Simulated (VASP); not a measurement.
Here is a VASP 6.6.1 calculation.

The input INCAR:

```
SYSTEM = TaN
ALGO = Normal
EDIFF = 1E-8
ENCUT = 520
GGA = PE
ISIF = 2
ISMEAR = -1
LASPH = .TRUE.
LCHARG = .FALSE.
LEFG = .TRUE.
LREAL = .FALSE.
LWAVE = .FALSE.
NBANDS = 15
NELM = 60
PREC = Accurate
SIGMA = 0.02
```

The input KPOINTS:

```
k-points
0
G
  9 9 9
  0 0 0
```

File POSCAR:

```
TaN
1.0
   -0.0217900000      2.1681050000      2.1681050000
    2.1681050000     -0.0217900000      2.1681050000
    2.1681050000      2.1681050000     -0.0217900000
Ta N
1 1
Direct
    0.5000000000      0.5000000000      0.5000000000
    0.0000000000      0.0000000000      0.0000000000
```

Potentials or basis: VASP PAW PBE potentials, release 64 (Ta_pv, N).

The run is started by

```sh
$ cat potpaw_PBE.64/Ta_pv/POTCAR potpaw_PBE.64/N/POTCAR > POTCAR
$ mpirun -np 1 vasp_std > vasp.out
```

(1) What does it give for the band gap on the k mesh?

(2) Predict the pressure.

Results:

(1) zero (band 8 reaches 11.50 eV, above the bottom of band 9 at 7.59 eV).

(2) 15.5 GPa.

Caveat: the cell differs from its parent crystal (equal xy, yz and zx shear strains of -1 %); without QUAD_EFG the Cq values of the log hold for a quadrupole moment of 1 mb, not for the nuclei; spin-orbit coupling is left out, which moves the levels of the heavy elements.
